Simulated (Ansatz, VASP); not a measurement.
**Two plane-wave programs on Ti**

```
Ti
1.0
     0.00000    2.07608    2.10653
     2.10653    0.00000    2.10653
     2.10653    2.07608    0.00000
Ti
1
Cartesian
  0.0000 0.0000 0.0000
```

Alike in both runs: task single point; functional PBE; k mesh 16 × 16 × 16; occupations gaussian, width 0.1 eV; no spin polarisation.

|  | VASP | Ansatz |
| --- | --- | --- |
| version | VASP 6.6.1 | Ansatz 0.2.0 |
| potentials or method | VASP PAW PBE potentials, release 64 (Ti_sv), cutoff 520 eV | scalar-relativistic, plane waves, PAW |
| valence electrons in the cell | 12 | 12 |

```tsv
	VASP	Ansatz	Ansatz less VASP
gap on the k mesh at the Fermi level (eV)	none	none	-
pressure (GPa)	-5.8	-5.6	+0.19
traceless stress, the component that is largest in VASP (GPa)	0.33	0.34	+0.001
```

A gap of «none» marks a metal or a gap that the smearing closes.
